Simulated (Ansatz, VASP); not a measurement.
TiO2: VASP beside Ansatz

File INCAR:

```
  ALGO = Normal
  EDIFF = 1E-6
  ENCUT = 520
  GGA = PE
  ISIF = 2
  ISMEAR = 0
  LASPH = T
  LCHARG = T
  LDAU = T
  LDAUJ = 0 0
  LDAUL = 2 -1
  LDAUPRINT = 1
  LDAUTYPE = 2
  LDAUU = 4 0
  LELF = T
  LMAXMIX = 4
  LREAL = F
  LVHAR = T
  LWAVE = F
  NBANDS = 33
  NELM = 150
  PREC = Accurate
  SIGMA = 0.05
```

KPOINTS

```
k-points
0
Gamma
  6 6 10
```

The input POSCAR:

```
TiO2
1.0
    4.8259977085      0.0000000000      0.0000000000
    0.0000000000      4.8259977085      0.0000000000
    0.0000000000      0.0000000000      2.7658729780
Ti O
2 4
Direct
    0.0000000000      0.0000000000      0.0000000000
    0.5000000000      0.5000000000      0.5000000000
    0.3056475955      0.3056475955      0.0000000000
    0.1943524045      0.8056475955      0.5000000000
    0.6943524045      0.6943524045      0.0000000000
    0.8056475955      0.1943524045      0.5000000000
```

Input for Ansatz:

```yaml
crystal:
  lattice:
    - [4.8259977085, 0.0, 0.0]
    - [0.0, 4.8259977085, 0.0]
    - [0.0, 0.0, 2.765872978]
  atoms:
    - { symbol: Ti, position: [0.0, 0.0, 0.0] }
    - { symbol: Ti, position: [0.5, 0.5, 0.5] }
    - { symbol: O, position: [0.3056475955, 0.3056475955, 0.0] }
    - { symbol: O, position: [0.1943524045, 0.8056475955, 0.5] }
    - { symbol: O, position: [0.6943524045, 0.6943524045, 0.0] }
    - { symbol: O, position: [0.8056475955, 0.1943524045, 0.5] }
basis:
  ecutwfc: 420
kpoints:
  mp_grid: { grid: [6, 6, 10] }
hamiltonian:
  xc: pbe
  hubbard: { sites: [{ species: Ti, l: d, u_eff: 4.0 }] }
scf:
  occupations: { method: gaussian, width: 0.05 }
output:
  forces: true
  stress: true
  eigenvalues: true
```

Change from the starting cell: strain +0.040 along x and y, -0.080 along z, atoms carried along.

Alike in both runs: task single point; functional PBE; k mesh 6 × 6 × 10; occupations gaussian, width 0.05 eV; no spin polarisation; Hubbard terms Ti d U = 4.0 eV.

```csv
,VASP,Ansatz
version,VASP 6.6.1,Ansatz 0.2.0
potentials or method,"VASP PAW PBE potentials, release 64 (Ti_sv, O), cutoff 520 eV","scalar-relativistic, plane waves, PAW"
valence electrons in the cell,48,48
```

```tsv
	VASP	Ansatz	Ansatz less VASP
gap on the k mesh at the Fermi level (eV)	2.40	2.32	-0.087
least direct gap on the mesh (eV)	2.46	2.40	-0.064
pressure (GPa)	12.5	7.9	-4.63
traceless stress, the component that is largest in VASP (GPa)	26.38	25.01	-1.373
rms of the force components (eV/Å)	0.210	0.058	-0.1522
```

The programs project onto different local orbitals, so the same U acts differently, and such runs can settle in different states. Atom by atom the forces differ by 0.152 eV/Å (rms over components).
